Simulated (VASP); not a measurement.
# InAs in VASP: notebook

InAs is run at these levels: LDA; tasks: single point.

All numbers are computed with VASP 6.6.1; they aren't measurements. Logs are shortened: lines on timing, memory, paths and dates and some standing lists are left out, and cuts for length are marked.

## Step 1: The cell of the first run

It takes space group Fm-3m (No. 225, cubic). Conventional cell: a = 5.755 Å, b = 5.755 Å, c = 5.755 Å, α = 90.00°, β = 90.00°, γ = 90.00°. In (site symmetry m-3m) has 6 As at 2.88 Å within 3.8 Å. As (site symmetry m-3m) has 6 In at 2.88 Å within 3.8 Å.

## Step 2: Single point, LDA

Input file INCAR:

```
SYSTEM = InAs
PREC = Accurate ; ENCUT = 520
EDIFF = 1E-6 ; ISMEAR = 0
SIGMA = 0.05 ; LREAL = .False.
LASPH = .True. ; NELM = 60
ALGO = Normal ; ISIF = 2
LWAVE = .False. ; LCHARG = .False.
GGA = CA ; NBANDS = 16
```

Input file KPOINTS:

```
regular mesh
0
Gamma
  6 6 6
  0 0 0
```

Input file POSCAR:

```
InAs
1.0
    0.0000000000      2.8773000000      2.8773000000
    2.8773000000      0.0000000000      2.8773000000
    2.8773000000      2.8773000000      0.0000000000
In As
1 1
Direct
    0.5000000000      0.5000000000      0.5000000000
    0.0000000000      0.0000000000      0.0000000000
```

Potentials or basis: VASP PAW LDA potentials, release 64 (In_d, As).

Run with:

```console
$ cat potpaw_LDA.64/In_d/POTCAR potpaw_LDA.64/As/POTCAR > POTCAR
$ mpirun -np 1 vasp_std > vasp.out
```

OUTCAR:

```text
SYSTEM = InAs
   PREC = Accurate
   ENCUT = 520
   EDIFF = 1E-6
   ISMEAR = 0
   LREAL = .False.
   LASPH = .True.
   NELM = 60
   ISIF = 2
   GGA = CA

 ion  position               nearest neighbor table
   1  0.500  0.500  0.500-   2 2.88   2 2.88   2 2.88   2 2.88   2 2.88   2 2.88
   2  0.000  0.000  0.000-   1 2.88   1 2.88   1 2.88   1 2.88   1 2.88   1 2.88

  LATTYP: Found a face centered cubic cell.
 ALAT       =     5.7546000000

  Lattice vectors:

 A1 = (   0.0000000000,   2.8773000000,   2.8773000000)
 A2 = (   2.8773000000,   0.0000000000,   2.8773000000)
 A3 = (   2.8773000000,   2.8773000000,   0.0000000000)

Analysis of symmetry for initial positions (statically):
=====================================================================
 Subroutine PRICEL returns:
 Original cell was already a primitive cell.

 Routine SETGRP: Setting up the symmetry group for a
 face centered cubic supercell.

 Subroutine GETGRP returns: Found 48 space group operations
 (whereof 48 operations were pure point group operations)
 out of a pool of 48 trial point group operations.

The static configuration has the point symmetry O_h .

Analysis of symmetry for dynamics (positions and initial velocities):
=====================================================================
 Subroutine PRICEL returns:
 Original cell was already a primitive cell.

 Routine SETGRP: Setting up the symmetry group for a
 face centered cubic supercell.

 Subroutine GETGRP returns: Found 48 space group operations
 (whereof 48 operations were pure point group operations)
 out of a pool of 48 trial point group operations.

The dynamic configuration has the point symmetry O_h .

 Subroutine INISYM returns: Found 48 space group operations
 (whereof 48 operations are pure point group operations),
 and found     1 'primitive' translations

----------------------------------------------------------------------------------------

                                     Primitive cell

  volume of cell :      47.6415

  direct lattice vectors                    reciprocal lattice vectors
     0.000000000  2.877300000  2.877300000    -0.173774024  0.173774024  0.173774024
     2.877300000  0.000000000  2.877300000     0.173774024 -0.173774024  0.173774024
     2.877300000  2.877300000  0.000000000     0.173774024  0.173774024 -0.173774024

  length of vectors
     4.069116683  4.069116683  4.069116683     0.300985439  0.300985439  0.300985439

  position of ions in fractional coordinates (direct lattice)
     0.500000000  0.500000000  0.500000000
     0.000000000  0.000000000  0.000000000

  ion indices of the primitive-cell ions
   primitive index   ion index
                 1           1
                 2           2

----------------------------------------------------------------------------------------

 KPOINTS: regular mesh

Automatic generation of k-mesh.
 Grid dimensions read from file:
 generate k-points for:    6    6    6

 Generating k-lattice:

  Cartesian coordinates                     Fractional coordinates (reciprocal lattice)
    -0.028962337  0.028962337  0.028962337     0.166666667  0.000000000  0.000000000
     0.028962337 -0.028962337  0.028962337     0.000000000  0.166666667  0.000000000
     0.028962337  0.028962337 -0.028962337     0.000000000  0.000000000  0.166666667

  Length of vectors
     0.050164240  0.050164240  0.050164240

  Shift w.r.t. Gamma in fractional coordinates (k-lattice)
     0.000000000  0.000000000  0.000000000

 Subroutine IBZKPT returns following result:
 ===========================================

 Found     16 irreducible k-points:

 Following reciprocal coordinates:
            Coordinates               Weight
  0.000000  0.000000  0.000000      1.000000
  0.166667  0.000000  0.000000      8.000000
  0.333333  0.000000  0.000000      8.000000
  0.500000  0.000000  0.000000      4.000000
  0.166667  0.166667  0.000000      6.000000
  0.333333  0.166667  0.000000     24.000000
[... 8 lines left out ...]
 -0.333333  0.333333  0.166667     24.000000
 -0.333333  0.500000  0.166667     12.000000
   k-points           NKPTS =     16   k-points in BZ     NKDIM =     16   number of bands    NBANDS=     16
   number of dos      NEDOS =    301   number of ions     NIONS =      2
   total plane-waves  NPLWV =  27000
   dimension x,y,z NGX =    30 NGY =   30 NGZ =   30
   dimension x,y,z NGXF=    60 NGYF=   60 NGZF=   60
   ions per type =               1   1
   NGX,Y,Z   is equivalent  to a cutoff of  12.26, 12.26, 12.26 a.u.
   NGXF,Y,Z  is equivalent  to a cutoff of  24.51, 24.51, 24.51 a.u.
 SYSTEM =  InAs
   PREC   = accura    normal or accurate (medium, high low for compatibility)
   ISTART =      0    job   : 0-new  1-cont  2-samecut
   ICHARG =      2    charge: 1-file 2-atom 10-const
   ISPIN  =      1    spin polarized calculation?
   LNONCOLLINEAR =      F non collinear calculations
   LSORBIT =      F    spin-orbit coupling
   LASPH  =      T    aspherical Exc in radial PAW
   ENCUT  =  520.0 eV  38.22 Ry    6.18 a.u.   7.57  7.57  7.57*2*pi/ulx,y,z
   NELM   =     60;   NELMIN=  2; NELMDL= -5     # of ELM steps
   EDIFF  = 0.1E-05   stopping-criterion for ELM
   LREAL  =      F    real-space projection
[... 7 lines left out ...]
   TEBEG  =    0.0;   TEEND  =   0.0 temperature during run
   PSTRESS=    0.0 pullay stress
   NELECT =      18.0000    total number of electrons
   NUPDOWN=      -1.0000    fix difference up-down
   EMIN   =  10.00;   EMAX   =-10.00  energy-range for DOS
   EFERMI =   0.00;   METHOD = LEGACY
   ISMEAR =     0;   SIGMA  =   0.05  broadening in eV -4-tet -1-fermi 0-gaus
   EFERMI_NEDOS =   21; number of points for ismear=-14 and -15
   IALGO  =     38    algorithm
   IMIX   =      4    mixing-type and parameters
     AMIX     =   0.40;   BMIX     =  1.00
     AMIX_MAG =   1.60;   BMIX_MAG =  1.00
  volume/ion in A,a.u.               =      23.82       160.75
  Fermi-wavevector in a.u.,A,eV,Ry     =   1.183506  2.236502 19.057501  1.400687
  Thomas-Fermi vector in A             =   2.319739
   LORBIT       =      0    0 simple, 1 ext, 2 COOP (PROOUT), +10 PAW based schemes
   GGA     = CA    functional components
   LHFCALC =     F    Hartree Fock is set to
   AEXX    =    0.0000 exact exchange contribution
   IVDW    =     0    specifies the selected vdW correction
   LEPSILON=     F    determine dielectric tensor
   LRPA    =     F    only Hartree local field effects (RPA)
 non-spin polarized calculation
 Gauss-broadening in eV      SIGMA  =   0.05
  energy-cutoff  :      520.00
  volume of cell :       47.64
 maximum number of plane-waves:      1303
   NGX = 15   NGY = 15   NGZ = 15

 number of electron      18.0000002 magnetization

 Free energy of the ion-electron system (eV)
  ---------------------------------------------------
  ext. energy  EPLUGINS =         0.00000000
  ---------------------------------------------------
  free energy    TOTEN  =        -8.72651755 eV

  energy without entropy =       -8.72252717  energy(sigma->0) =       -8.72452236

 E-fermi :   5.7966     XC(G=0): -10.3349

 val. band max:        5.7629710642   @ k =  -0.3333   0.1667   0.0000
 cond. band min:       5.8072845414   @ k =   0.3333   0.0000   0.0000
 fundamental gap:      0.0443134772
 Fermi energy:         5.7965949627

 k-point     1 :       0.0000    0.0000    0.0000
  band No.  band energies     occupation
      1      -8.4873      2.00000
      2      -8.4873      2.00000
      3      -8.4640      2.00000
      4      -8.4640      2.00000
      5      -8.4640      2.00000
      6      -6.3560      2.00000
[... 8 lines left out ...]
     15      13.1191      0.00000
     16      13.1191      0.00000

 k-point     2 :       0.1667    0.0000    0.0000
  band No.  band energies     occupation
      1      -8.4984      2.00000
      2      -8.4984      2.00000
      3      -8.4647      2.00000
      4      -8.4516      2.00000
      5      -8.4516      2.00000
      6      -6.0605      2.00000
[... 8 lines left out ...]
     15      13.7682      0.00000
     16      13.7682      0.00000

 k-point     3 :       0.3333    0.0000    0.0000
  band No.  band energies     occupation
      1      -8.5240      2.00000
      2      -8.5240      2.00000
      3      -8.4679      2.00000
      4      -8.4230      2.00000
      5      -8.4230      2.00000
      6      -5.2812      2.00000
[... 8 lines left out ...]
     15      15.5467      0.00000
     16      15.5467      0.00000

 k-point     4 :       0.5000    0.0000    0.0000
  band No.  band energies     occupation
      1      -8.5370      2.00000
      2      -8.5370      2.00000
      3      -8.4702      2.00000
      4      -8.4083      2.00000
      5      -8.4083      2.00000
      6      -4.6888      2.00000
[... 8 lines left out ...]
     15      17.6200      0.00000
     16      17.6200      0.00000

 k-point     5 :       0.1667    0.1667    0.0000
  band No.  band energies     occupation
      1      -8.5316      2.00000
      2      -8.4790      2.00000
      3      -8.4735      2.00000
      4      -8.4456      2.00000
      5      -8.4456      2.00000
      6      -5.9439      2.00000
[... 8 lines left out ...]
     15      15.3528      0.00000
     16      15.3528      0.00000

 k-point     6 :       0.3333    0.1667    0.0000
  band No.  band energies     occupation
      1      -8.5776      2.00000
      2      -8.4903      2.00000
      3      -8.4740      2.00000
      4      -8.4301      2.00000
      5      -8.4187      2.00000
      6      -5.2821      2.00000
[... 8 lines left out ...]
     15      16.2492      0.00000
     16      16.6593      0.00000

 k-point     7 :       0.5000    0.1667    0.0000
  band No.  band energies     occupation
      1      -8.5908      2.00000
      2      -8.5149      2.00000
      3      -8.4632      2.00000
      4      -8.4232      2.00000
      5      -8.4040      2.00000
      6      -4.5085      2.00000
[... 8 lines left out ...]
     15      17.5132      0.00000
     16      17.8199      0.00000

 k-point     8 :      -0.3333    0.1667    0.0000
  band No.  band energies     occupation
      1      -8.5622      2.00000
      2      -8.5264      2.00000
      3      -8.4578      2.00000
      4      -8.4243      2.00000
      5      -8.4181      2.00000
      6      -4.7395      2.00000
[... 8 lines left out ...]
     15      15.3020      0.00000
     16      17.4138      0.00000

 k-point     9 :      -0.1667    0.1667    0.0000
  band No.  band energies     occupation
      1      -8.5176      2.00000
      2      -8.5169      2.00000
      3      -8.4633      2.00000
      4      -8.4424      2.00000
      5      -8.4331      2.00000
      6      -5.5786      2.00000
[... 8 lines left out ...]
     15      14.5974      0.00000
     16      16.3410      0.00000

 k-point    10 :       0.3333    0.3333    0.0000
  band No.  band energies     occupation
      1      -8.6715      2.00000
      2      -8.4923      2.00000
      3      -8.4622      2.00000
      4      -8.4055      2.00000
      5      -8.4055      2.00000
      6      -4.7603      2.00000
[... 8 lines left out ...]
     15      17.5100      0.00000
     16      18.8767      0.00000

 k-point    11 :       0.5000    0.3333    0.0000
  band No.  band energies     occupation
      1      -8.7024      2.00000
      2      -8.4863      2.00000
      3      -8.4727      2.00000
      4      -8.4011      2.00000
      5      -8.3924      2.00000
      6      -4.0812      2.00000
[... 8 lines left out ...]
     15      18.5730      0.00000
     16      18.9563      0.00000

 k-point    12 :      -0.3333    0.3333    0.0000
  band No.  band energies     occupation
      1      -8.6489      2.00000
      2      -8.5015      2.00000
      3      -8.4574      2.00000
      4      -8.4243      2.00000
      5      -8.4023      2.00000
      6      -4.0592      2.00000
[... 8 lines left out ...]
     15      16.2410      0.00000
     16      17.6623      0.00000

 k-point    13 :       0.5000    0.5000    0.0000
  band No.  band energies     occupation
      1      -8.7563      2.00000
      2      -8.5017      2.00000
      3      -8.4538      2.00000
      4      -8.3839      2.00000
      5      -8.3839      2.00000
      6      -3.8116      2.00000
[... 8 lines left out ...]
     15      18.8275      0.00000
     16      20.2136      0.00000

 k-point    14 :       0.5000    0.3333    0.1667
  band No.  band energies     occupation
      1      -8.6298      2.00000
      2      -8.4959      2.00000
      3      -8.4693      2.00000
      4      -8.4198      2.00000
      5      -8.4062      2.00000
      6      -4.5519      2.00000
[... 8 lines left out ...]
     15      17.5733      0.00000
     16      17.7243      0.00000

 k-point    15 :      -0.3333    0.3333    0.1667
  band No.  band energies     occupation
      1      -8.6477      2.00000
      2      -8.5048      2.00000
      3      -8.4485      2.00000
      4      -8.4391      2.00000
      5      -8.3945      2.00000
      6      -4.0575      2.00000
[... 8 lines left out ...]
     15      15.4620      0.00000
     16      19.0943      0.00000

 k-point    16 :      -0.3333    0.5000    0.1667
  band No.  band energies     occupation
      1      -8.7046      2.00000
      2      -8.4821      2.00000
      3      -8.4748      2.00000
      4      -8.4160      2.00000
      5      -8.3838      2.00000
      6      -3.8083      2.00000
[... 8 lines left out ...]
     15      17.2886      0.00000
     16      19.9532      0.00000

------------------------ aborting loop because EDIFF is reached ----------------------------------------

  FORCE on cell =-STRESS in cart. coord.  units (eV):
  Direction    XX          YY          ZZ          XY          YZ          ZX
  --------------------------------------------------------------------------------------
  -------------------------------------------------------------------------------------
  Total       -1.4831266     -1.4831266     -1.4831266      0.0000000     -0.0000000      0.0000000
  in kB      -49.8773516    -49.8773516    -49.8773516      0.0000000     -0.0000000      0.0000000
  external PRESSURE =     -49.8773516 kB  Pullay stress =       0.0000000 kB

 VOLUME and BASIS-vectors are now :
 -----------------------------------------------------------------------------
  energy-cutoff  :      520.00
  volume of cell :       47.64
      direct lattice vectors                 reciprocal lattice vectors
     0.000000000  2.877300000  2.877300000    -0.173774024  0.173774024  0.173774024
     2.877300000  0.000000000  2.877300000     0.173774024 -0.173774024  0.173774024
     2.877300000  2.877300000  0.000000000     0.173774024  0.173774024 -0.173774024

 POSITION                                       TOTAL-FORCE (eV/Angst)
 -----------------------------------------------------------------------------------
      2.87730      2.87730      2.87730         0.000000     -0.000000     -0.000000
      0.00000      0.00000      0.00000        -0.000000      0.000000      0.000000
 -----------------------------------------------------------------------------------
    total drift:                                0.000000      0.000000      0.000000

  FREE ENERGIE OF THE ION-ELECTRON SYSTEM (eV)
  ---------------------------------------------------
  free  energy   TOTEN  =        -8.7265175463 eV

  energy  without entropy=       -8.7225271737  energy(sigma->0) =       -8.72452236
```

Run time: 15 s. Hardware: 1 thread of Intel Xeon 8259CL, shared host; peak memory 0.15 GiB.

What came out:

```yaml
Free_energy: -8.7265 eV
Pressure: -5.0 GPa
Band_gap_on_the_k_mesh: zero (band 9 reaches 6.15 eV, above the bottom of band 10 at 3.54 eV)
```

Caveat: spin-orbit coupling is left out, which moves the levels of the heavy elements.

## Step 3: Single point, LDA

Input file INCAR:

```
PREC     = Accurate       # precision mode
ENCUT    = 520            # plane-wave cutoff, eV
EDIFF    = 1E-7           # SCF threshold, eV
ISMEAR   = 0              # smearing method
SIGMA    = 0.05           # smearing width, eV
LREAL    = F              # projectors in reciprocal space
LASPH    = T              # aspherical terms in the spheres
NELM     = 60             # most SCF steps
ALGO     = Normal         # electronic algorithm
ISIF     = 2              # what is computed and relaxed
LWAVE    = F              # write WAVECAR
LCHARG   = T              # write CHGCAR
LELF     = T              # ELF
LVHAR    = T            
NBANDS   = 16             # bands
```

Input file KPOINTS:

```
regular mesh
0
Gamma
  6 6 6
```

Input file POSCAR:

```
InAs
1.0
    0.0000000000      2.8197540000      2.9959391920
    2.8197540000      0.0000000000      2.9959391920
    2.8197540000      2.8197540000      0.0000000000
In As
1 1
Direct
    0.5000000000      0.5000000000      0.5000000000
    0.0000000000      0.0000000000      0.0000000000
```

Potentials or basis: VASP PAW LDA potentials, release 64 (In_d, As).

Run with:

```console
$ cat potpaw_LDA.64/In_d/POTCAR potpaw_LDA.64/As/POTCAR > POTCAR
$ mpirun -np 1 vasp_std > vasp.out
```

It took 32 s on 1 thread of Intel Xeon 8259CL, shared host; peak memory 0.16 GiB.

Results (log left out):

```yaml
Free_energy: -8.7035 eV
Pressure: -4.6 GPa
Band_gap_on_the_k_mesh: zero (band 9 reaches 6.15 eV, above the bottom of band 10 at 3.68 eV)
```

Stress tensor (GPa, compression positive):
```
-3.24  0.00  0.00
 0.00 -3.24  0.00
 0.00  0.00 -7.31
```

Levels at points of the mesh, in eV from the Fermi level:
| k point | band 7 | band 8 | band 9 | band 10 | band 11 | band 12 |
| --- | --- | --- | --- | --- | --- | --- |
| (0.00, 0.00, 0.00) | -0.85 | -0.46 | -0.46 | 0.13 | 6.23 | 6.92 |
| (0.50, 0.00, 0.00) | -6.63 | 0.00 | 0.29 | 1.91 | 3.06 | 3.40 |
| (0.50, 0.50, 0.00) | -4.71 | -2.75 | -2.13 | -2.13 | 4.04 | 9.21 |
| (0.50, 0.00, 0.50) | -4.77 | -3.25 | -2.71 | -1.99 | 3.79 | 8.03 |

Caveat: spin-orbit coupling is left out, which moves the levels of the heavy elements.
